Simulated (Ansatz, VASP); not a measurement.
# PtS2 in VASP and in Ansatz

The input INCAR:

```
SYSTEM = PtS2
ALGO = Normal
DIPOL = 0.5 0.5 0.393
EDIFF = 1E-6
ENCUT = 520
GGA = PE
IDIPOL = 3
ISIF = 2
ISMEAR = 0
IVDW = 12
LASPH = .TRUE.
LCHARG = .FALSE.
LDIPOL = .TRUE.
LREAL = .FALSE.
LWAVE = .FALSE.
NBANDS = 31
NELM = 100
PREC = Accurate
SIGMA = 0.05
```

Contents of KPOINTS:

```
k-points
0
G
  9 9 1
  0 0 0
```

Contents of POSCAR:

```
PtS2
1.0
    3.5415277692      0.0000000000      0.0000000000
   -1.7707638846      3.0670530163      0.0000000000
    0.0000000000      0.0000000000     22.4670602589
S Pt
4 2
Direct
    0.6666666667      0.3333333333      0.2002932270
    0.3333333333      0.6666666667      0.3108341745
    0.3333333333      1.1666666667      0.4750746206
    0.0000000000      1.5000000000      0.5856155682
    0.0000000000      0.0000000000      0.2555637007
   -0.3333333333      0.8333333333      0.5303450944
```

Input for Ansatz:

```yaml
crystal:
  lattice:
    - [3.5415277692, 0.0, 0.0]
    - [-1.7707638846, 3.0670530163, 0.0]
    - [0.0, 0.0, 22.4670602589]
  atoms:
    - { symbol: S, position: [0.6666666667, 0.3333333333, 0.200293227] }
    - { symbol: Pt, position: [0.0, 0.0, 0.2555637007] }
    - { symbol: S, position: [0.3333333333, 0.6666666667, 0.3108341745] }
    - { symbol: S, position: [0.3333333333, 1.1666666667, 0.4750746206] }
    - { symbol: Pt, position: [-0.3333333333, 0.8333333333, 0.5303450944] }
    - { symbol: S, position: [0.0, 1.5, 0.5856155682] }
basis:
  ecutwfc: 420
kpoints:
  mp_grid: { grid: [9, 9, 1] }
hamiltonian:
  xc: pbe
  pseudopotentials: { kind: paw, azcp: { folder: soft_1 } }
  dispersion: d3bj
scf:
  occupations: { method: gaussian, width: 0.05 }
output:
  forces: true
  eigenvalues: true
efield:
  axis: 3
  dipole_correction: true
  ramp_width: 0.04
```

Alike in both runs: task single point; functional PBE; dispersion D3(BJ); k mesh 9 × 9 × 1; occupations gaussian, width 0.05 eV; no spin polarisation.

|  | VASP | Ansatz |
| --- | --- | --- |
| version | VASP 6.6.1 | Ansatz 0.2.0 |
| potentials or method | VASP PAW PBE potentials, release 64 (S, Pt), cutoff 520 eV | scalar-relativistic, plane waves, PAW |
| valence electrons in the cell | 44 | 60 |

|  | VASP | Ansatz | Ansatz less VASP |
| --- | --- | --- | --- |
| gap on the k mesh at the Fermi level (eV) | 1.55 | 1.55 | -0.006 |
| least direct gap on the mesh (eV) | 1.64 | 1.63 | -0.006 |
| rms of the force components (eV/Å) | 0.025 | 0.028 | +0.0031 |

VASP's potentials hold 44 valence electrons a cell and Ansatz's 60, so a difference there can come from the potentials and not from the codes.

Neither program's run includes spin-orbit coupling.
